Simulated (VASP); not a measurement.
Here is a VASP 6.6.1 calculation.

File INCAR:

```
ALGO = Normal ; EDIFF = 1E-7
ENCUT = 520 ; GGA = CA
ISIF = 2 ; ISMEAR = 0
LASPH = True ; LCHARG = False
LREAL = False ; LWAVE = False
NBANDS = 10 ; NELM = 100
PREC = Accurate ; SIGMA = 0.15
```

File KPOINTS:

```
k-points
0
Gamma
  12 12 12
```

File POSCAR:

```
Rb
1.0
   -2.5815200000      2.5815200000      2.9182400000
    2.5815200000     -2.5815200000      2.9182400000
    2.5815200000      2.5815200000     -2.9182400000
Rb
1
Direct
    0.0000000000      0.0000000000      0.0000000000
```

Potentials or basis: VASP PAW LDA potentials, release 64 (Rb_sv).

The run is started by

```console
$ cat potpaw_LDA.64/Rb_sv/POTCAR > POTCAR
$ mpirun -np 1 vasp_std > vasp.out
```

Q: What does it give for the pressure?

A: 0.0 GPa.

Caveat: the cell differs from its parent crystal (strain -0.080 along x and y, +0.040 along z).
